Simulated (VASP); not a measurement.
# AlCo (Pm-3m) in VASP: notebook, part 2 of 2

VASP 6.6.1. Earlier steps stand in the parts before.

## 3. Relaxation of cell and atoms, RPBE, collinear spin, ferromagnetic start

This run uses another cell than the first one, of 11.21 Å³/atom, 0.943 times its volume.

Input file INCAR:

```
SYSTEM = AlCo
PREC = Accurate
ENCUT = 600
EDIFF = 1E-6
ISMEAR = -1
SIGMA = 0.1
LREAL = .False.
LASPH = .True.
NELM = 150
ALGO = Normal
ISIF = 3
LWAVE = .False.
LCHARG = .False.
ISPIN = 2
MAGMOM = 0 3.2
LORBIT = 11
LMAXMIX = 4
GGA = RP
IBRION = 2
NSW = 100
EDIFFG = -0.01
```

Input file KPOINTS:

```
Automatic mesh
0
Gamma
  10 10 10
  0 0 0
```

Input file POSCAR:

```
AlCo
1.0
    2.8194030000      0.0000000000      0.0000000000
    0.0000000000      2.8194030000      0.0000000000
    0.0000000000      0.0000000000      2.8194030000
Al Co
1 1
Direct
    0.0000000000      0.0000000000      0.0000000000
    0.5000000000      0.5000000000      0.5000000000
```

Potentials or basis: VASP PAW PBE potentials, release 64 (Al, Co).

On the command line:

```
$ cat potpaw_PBE.64/Al/POTCAR potpaw_PBE.64/Co/POTCAR > POTCAR
$ mpirun -np 1 vasp_std > vasp.out
```

OUTCAR:

```text
SYSTEM = AlCo
   PREC = Accurate
   ENCUT = 600
   EDIFF = 1E-6
   ISMEAR = -1
   LREAL = .False.
   LASPH = .True.
   NELM = 150
   ISIF = 3
   ISPIN = 2
   LORBIT = 11
   GGA = RP
   IBRION = 2
   NSW = 100
   EDIFFG = -0.01

 ion  position               nearest neighbor table
   1  0.000  0.000  0.000-   2 2.44   2 2.44   2 2.44   2 2.44   2 2.44   2 2.44   2 2.44   2 2.44

   2  0.500  0.500  0.500-   1 2.44   1 2.44   1 2.44   1 2.44   1 2.44   1 2.44   1 2.44   1 2.44

  LATTYP: Found a simple cubic cell.
 ALAT       =     2.8194030000

  Lattice vectors:

 A1 = (   2.8194030000,   0.0000000000,   0.0000000000)
 A2 = (   0.0000000000,   2.8194030000,   0.0000000000)
 A3 = (   0.0000000000,   0.0000000000,   2.8194030000)

Analysis of symmetry for initial positions (statically):
=====================================================================
 Subroutine PRICEL returns:
 Original cell was already a primitive cell.

 Routine SETGRP: Setting up the symmetry group for a
 simple cubic supercell.

 Subroutine GETGRP returns: Found 48 space group operations
 (whereof 48 operations were pure point group operations)
 out of a pool of 48 trial point group operations.

The static configuration has the point symmetry O_h .

Analysis of symmetry for dynamics (positions and initial velocities):
=====================================================================
 Subroutine PRICEL returns:
 Original cell was already a primitive cell.

 Routine SETGRP: Setting up the symmetry group for a
 simple cubic supercell.

 Subroutine GETGRP returns: Found 48 space group operations
 (whereof 48 operations were pure point group operations)
 out of a pool of 48 trial point group operations.

The dynamic configuration has the point symmetry O_h .

Analysis of structural, dynamic, and magnetic symmetry:
=====================================================================
 Subroutine PRICEL returns:
 Original cell was already a primitive cell.

 Routine SETGRP: Setting up the symmetry group for a
 simple cubic supercell.

[... 149 lines left out ...]
  ext. energy  EPLUGINS =         0.00000000
  ---------------------------------------------------
  free energy    TOTEN  =       -11.14418035 eV

  energy without entropy =      -11.11742443  energy(sigma->0) =      -11.13080239

------------------------ aborting loop because EDIFF is reached ----------------------------------------

  FORCE on cell =-STRESS in cart. coord.  units (eV):
  Direction    XX          YY          ZZ          XY          YZ          ZX
  --------------------------------------------------------------------------------------
  -------------------------------------------------------------------------------------
  Total        1.5094734      1.5094734      1.5094734     -0.0000000     -0.0000000     -0.0000000
  in kB      107.9107181    107.9107181    107.9107181     -0.0000000     -0.0000000     -0.0000000
  external PRESSURE =     107.9107181 kB  Pullay stress =       0.0000000 kB
[... 25 lines left out ...]
 number of electron      12.0000009 magnetization      -0.0000193

 number of electron      12.0000009 magnetization       0.0000258

 E-fermi :   9.6627     XC(G=0): -11.8202

 val. band max:        9.6178043788   @ k =   0.5000   0.4000   0.0000
 cond. band min:       9.6653993476   @ k =   0.5000   0.4000   0.1000
 fundamental gap:      0.0475949688
 Fermi energy:         9.6627196056

 spin component 1

 k-point     1 :       0.0000    0.0000    0.0000
  band No.  band energies     occupation
      1      -0.8553      1.00000
      2       7.0805      1.00000
      3       7.0805      1.00000
      4       8.9492      0.99920
      5       8.9492      0.99920
      6       8.9492      0.99920
      7      15.3450      0.00000
      8      15.3450      0.00000
      9      15.3450      0.00000
     10      18.1004      0.00000
     11      18.1004      0.00000
     12      23.6088      0.00000
[... 746 lines left out ...]
 number of electron      12.0000000 magnetization       0.0000255

 number of electron      12.0000000 magnetization      -0.0000195

 Free energy of the ion-electron system (eV)
  ---------------------------------------------------
  ext. energy  EPLUGINS =         0.00000000
  ---------------------------------------------------
  free energy    TOTEN  =       -11.18601465 eV

  energy without entropy =      -11.15604079  energy(sigma->0) =      -11.17102772

 E-fermi :  10.3129     XC(G=0): -12.0611

 val. band max:       10.3110237462   @ k =   0.5000   0.4000   0.1000
 cond. band min:      10.4248888892   @ k =   0.5000   0.3000   0.0000
 fundamental gap:      0.1138651431
 Fermi energy:        10.3128505908

 spin component 1

 k-point     1 :       0.0000    0.0000    0.0000
  band No.  band energies     occupation
      1      -0.5437      1.00000
      2       7.5137      1.00000
      3       7.5137      1.00000
      4       9.5379      0.99957
      5       9.5379      0.99957
      6       9.5379      0.99957
      7      16.2327      0.00000
      8      16.2327      0.00000
      9      16.2327      0.00000
     10      18.9468      0.00000
     11      18.9468      0.00000
     12      25.1891      0.00000
[... 738 lines left out ...]
  FREE ENERGIE OF THE ION-ELECTRON SYSTEM (eV)
  ---------------------------------------------------
  free  energy   TOTEN  =       -11.1860146491 eV

  energy  without entropy=      -11.1560407885  energy(sigma->0) =      -11.17102772

 reached required accuracy - stopping structural energy minimisation

 total charge

# of ion       s       p       d       tot
------------------------------------------
    1        0.394   0.418   0.000   0.812
    2        0.426   0.490   7.485   8.400
--------------------------------------------------
tot          0.820   0.908   7.485   9.212

 magnetization (x)

# of ion       s       p       d       tot
------------------------------------------
    1       -0.000  -0.000   0.000  -0.000
    2        0.000   0.000   0.000   0.000
--------------------------------------------------
tot         -0.000  -0.000   0.000   0.000
```

OSZICAR:

```text
N       E                     dE             d eps       ncg     rms          rms(c)
DAV:   1     0.412737941611E+02    0.41274E+02   -0.56586E+03  2712   0.115E+03
DAV:   2    -0.101834751584E+02   -0.51457E+02   -0.47424E+02  2744   0.192E+02
[... 27 lines left out ...]
DAV:   3    -0.111973445534E+02    0.14149E+01   -0.96784E+00  2968   0.391E+01    0.109E+00
DAV:   4    -0.111905199860E+02    0.68246E-02   -0.46910E-02  2864   0.168E+00    0.646E-01
DAV:   5    -0.111860487328E+02    0.44713E-02   -0.13069E-02  3964   0.115E+00    0.138E-01
DAV:   6    -0.111860166653E+02    0.32068E-04   -0.27547E-04  3004   0.219E-01    0.507E-02
DAV:   7    -0.111860152061E+02    0.14592E-05   -0.97425E-06  3992   0.303E-02    0.554E-03
DAV:   8    -0.111860146491E+02    0.55701E-06   -0.13606E-06  1532   0.158E-02
   3 F= -.11186015E+02 E0= -.11171028E+02  d E =-.418343E-01  mag=     0.0000
```

CONTCAR:

```text
AlCo
   1.00000000000000
     2.8734767643591881   -0.0000000000000000   -0.0000000000000000
    -0.0000000000000000    2.8734767643591881   -0.0000000000000000
    -0.0000000000000000   -0.0000000000000000    2.8734767643591881
  Al              Co
     1     1
Direct
     0.0000000000000000    0.0000000000000000    0.0000000000000000
     0.5000000000000000    0.5000000000000000    0.5000000000000000

  0.00000000E+00  0.00000000E+00  0.00000000E+00
  0.00000000E+00  0.00000000E+00  0.00000000E+00
```

Run time: 52 s. Hardware: 1 thread of Intel Xeon 6975P-C, shared host; peak memory 0.17 GiB.

What came out:

```
Free energy                                           : -11.1860 eV
Relaxed volume                                        : 11.86 Å³/atom
Relaxed cell                                          : a = 2.873 Å, b = 2.873 Å, c = 2.873 Å, α = 90.00°, β = 90.00°, γ = 90.00°
Space group after relaxing (to 0.05 Å)                : Pm-3m (No. 221)
Energy gained by relaxing                             : 20.9 meV/atom
Ionic steps                                           : 3
Pressure after relaxing                               : 0.0 GPa
Band gap on the k mesh                                : zero (filled and empty bands overlap)
Net moment                                            : 0.00 μB per cell
Valence electrons inside the program's atomic spheres : Al 0.81; Co 8.40
```

Step by step:
```csv
step,energy change (eV),largest force (eV/Å),pressure (GPa),volume (Å³)
1,0.0000,0.0000,10.79,22.41
2,-0.0114,0.0000,-7.49,24.95
3,-0.0418,0.0000,0.03,23.73
```

Final structure:
```
Al Co
1.0
     2.87348    0.00000    0.00000
     0.00000    2.87348    0.00000
     0.00000    0.00000    2.87348
Al Co
1 1
Cartesian
  0.0000 0.0000 0.0000
  1.4367 1.4367 1.4367
```

Levels at points of the mesh, in eV from the Fermi level:
Spin up:
| k point | band 4 | band 5 | band 6 | band 7 | band 8 | band 9 |
| --- | --- | --- | --- | --- | --- | --- |
| (0.00, 0.00, 0.00) | -0.77 | -0.77 | -0.77 | 5.92 | 5.92 | 5.92 |
| (0.50, 0.00, 0.00) | -1.62 | -1.62 | -0.67 | 0.22 | 8.37 | 10.52 |
| (0.50, 0.50, 0.00) | -2.59 | -1.41 | -1.41 | -0.18 | 2.41 | 3.37 |
| (0.50, 0.50, 0.50) | -0.14 | -0.14 | 2.42 | 2.42 | 2.42 | 4.04 |
Spin down:
| k point | band 4 | band 5 | band 6 | band 7 | band 8 | band 9 |
| --- | --- | --- | --- | --- | --- | --- |
| (0.00, 0.00, 0.00) | -0.77 | -0.77 | -0.77 | 5.92 | 5.92 | 5.92 |
| (0.50, 0.00, 0.00) | -1.62 | -1.62 | -0.67 | 0.22 | 8.37 | 10.52 |
| (0.50, 0.50, 0.00) | -2.59 | -1.41 | -1.41 | -0.18 | 2.41 | 3.37 |
| (0.50, 0.50, 0.50) | -0.14 | -0.14 | 2.42 | 2.42 | 2.42 | 4.04 |

Caveat: the starting moments collapsed, and a magnetic state may lie lower; the PAW data sets were made with another functional, which shifts forces and pressure a little.

## 4. Relaxation of cell and atoms, PBE, collinear spin, ferromagnetic start

This run uses another cell than the first one, of 11.21 Å³/atom, 0.943 times its volume.

Input file INCAR:

```
SYSTEM = AlCo
ALGO = Normal
EDIFF = 1E-6
EDIFFG = -0.01
ENCUT = 600
GGA = PE
IBRION = 2
ISIF = 3
ISMEAR = -1
ISPIN = 2
LASPH = .True.
LCHARG = .False.
LMAXMIX = 4
LORBIT = 11
LREAL = .False.
LWAVE = .False.
MAGMOM = 0 3.2
NELM = 150
NSW = 100
PREC = Accurate
SIGMA = 0.1
```

Input file KPOINTS:

```
k-points
0
Gamma
  10 10 10
  0 0 0
```

POSCAR is that of step 3.

On the command line:

```
$ cat potpaw_PBE.64/Al/POTCAR potpaw_PBE.64/Co/POTCAR > POTCAR
$ mpirun -np 1 vasp_std > vasp.out
```

Wall time 50 s (1 thread of Intel Xeon 6975P-C, shared host); peak memory 0.17 GiB.

It converged, with:

```
Free energy                                           : -12.0035 eV
Relaxed volume                                        : 11.60 Å³/atom
Relaxed cell                                          : a = 2.852 Å, b = 2.852 Å, c = 2.852 Å, α = 90.00°, β = 90.00°, γ = 90.00°
Space group after relaxing (to 0.05 Å)                : Pm-3m (No. 221)
Energy gained by relaxing                             : 7.9 meV/atom
Ionic steps                                           : 3
Pressure after relaxing                               : 0.0 GPa
Band gap on the k mesh                                : zero (filled and empty bands overlap)
Net moment                                            : 0.00 μB per cell
Valence electrons inside the program's atomic spheres : Al 0.82; Co 8.45
```

The path:
| step | energy change (eV) | largest force (eV/Å) | pressure (GPa) | volume (Å³) |
| --- | --- | --- | --- | --- |
| 1 | 0.0000 | 0.0000 | 6.65 | 22.41 |
| 2 | -0.0029 | 0.0000 | -5.29 | 23.96 |
| 3 | -0.0158 | 0.0000 | 0.02 | 23.20 |

Final structure:
```
Al Co
1.0
     2.85213    0.00000    0.00000
     0.00000    2.85213    0.00000
     0.00000    0.00000    2.85213
Al Co
1 1
Direct
  0.00000 0.00000 0.00000
  0.50000 0.50000 0.50000
```

Levels at points of the mesh, in eV from the Fermi level:
Spin up:
```
           k point  band 4  band 5  band 6  band 7  band 8  band 9
(0.00, 0.00, 0.00)   -0.79   -0.79   -0.79    6.01    6.01    6.01
(0.50, 0.00, 0.00)   -1.66   -1.66   -0.68    0.22    8.45   10.65
(0.50, 0.50, 0.00)   -2.62   -1.45   -1.45   -0.19    2.47    3.49
(0.50, 0.50, 0.50)   -0.15   -0.15    2.44    2.44    2.44    4.14
```
Spin down:
```csv
k point,band 2,band 3,band 4,band 5,band 6,band 7,band 8,band 9,band 10,band 11
"(0.00, 0.00, 0.00)",-2.90,-2.90,-0.79,-0.79,-0.79,6.01,6.01,6.01,8.78,8.78
"(0.50, 0.00, 0.00)",-6.56,-2.31,-1.66,-1.66,-0.68,0.22,8.45,10.65,10.65,11.66
"(0.50, 0.50, 0.00)",-3.00,-2.62,-2.62,-1.45,-1.45,-0.19,2.47,3.49,12.77,15.87
"(0.50, 0.50, 0.50)",-3.88,-3.88,-0.15,-0.15,2.44,2.44,2.44,4.14,5.36,5.36
```

Caveat: the starting moments collapsed, and a magnetic state may lie lower.

## 5. Relaxation of cell and atoms, PBE+D3(BJ), collinear spin, ferromagnetic start

This run uses another cell than the first one, of 11.21 Å³/atom, 0.943 times its volume.

Input file INCAR:

```
  PREC = Accurate
  ENCUT = 600
  EDIFF = 1E-6
  ISMEAR = -1
  SIGMA = 0.1
  LREAL = False
  LASPH = True
  NELM = 150
  ALGO = Normal
  ISIF = 3
  LWAVE = False
  LCHARG = False
  ISPIN = 2
  MAGMOM = 0 3.2
  LORBIT = 11
  LMAXMIX = 4
  GGA = PE
  IVDW = 12
  IBRION = 2
  NSW = 100
  EDIFFG = -0.01
```

Input file KPOINTS:

```
regular mesh
0
Gamma
  10 10 10
```

POSCAR is that of step 4.

On the command line:

```
$ cat potpaw_PBE.64/Al/POTCAR potpaw_PBE.64/Co/POTCAR > POTCAR
$ mpirun -np 1 vasp_std > vasp.out
```

Wall time 23 s (1 thread of Intel Xeon 6975P-C, shared host); peak memory 0.18 GiB.

The run converged. Its results:

```yaml
Free_energy: -12.8861 eV
Pressure_after_relaxing: 0.0 GPa
Band_gap_on_the_k_mesh: zero (filled and empty bands overlap)
Net_moment: 0.00 μB per cell
Valence_electrons_inside_the_program's_atomic_spheres: Al 0.84; Co 8.51
Dispersion_energy_per_atom: -0.449 eV
```

Final structure:
```xyz
2
Lattice="2.8194 0.0000 0.0000 0.0000 2.8194 0.0000 0.0000 0.0000 2.8194" Properties=species:S:1:pos:R:3 pbc="T T T"
Al    0.0000    0.0000    0.0000
Co    1.4097    1.4097    1.4097
```

Levels at points of the mesh, in eV from the Fermi level:
Spin up:
```tsv
k point	band 2	band 3	band 4	band 5	band 6	band 7	band 8	band 9	band 10	band 11
(0.00, 0.00, 0.00)	-3.06	-3.06	-0.84	-0.84	-0.84	6.18	6.18	6.18	8.91	8.91
(0.50, 0.00, 0.00)	-6.74	-2.45	-1.75	-1.75	-0.72	0.24	8.49	10.84	10.84	12.04
(0.50, 0.50, 0.00)	-3.14	-2.70	-2.70	-1.54	-1.54	-0.21	2.57	3.69	13.17	16.17
(0.50, 0.50, 0.50)	-4.05	-4.05	-0.17	-0.17	2.43	2.43	2.43	4.46	5.54	5.54
```
Spin down:
```
           k point  band 3  band 4  band 5  band 6  band 7  band 8  band 9  band 10
(0.00, 0.00, 0.00)   -3.06   -0.84   -0.84   -0.84    6.18    6.18    6.18     8.91
(0.50, 0.00, 0.00)   -2.44   -1.75   -1.75   -0.72    0.24    8.49   10.84    10.84
(0.50, 0.50, 0.00)   -2.70   -2.70   -1.54   -1.54   -0.20    2.57    3.69    13.17
(0.50, 0.50, 0.50)   -4.05   -0.17   -0.17    2.43    2.43    2.43    4.46     5.54
```

Caveat: the starting moments collapsed, and a magnetic state may lie lower; the relaxation stopped at its first step, so nothing moved; pairwise dispersion overbinds metals, which lowers pressure and volume.
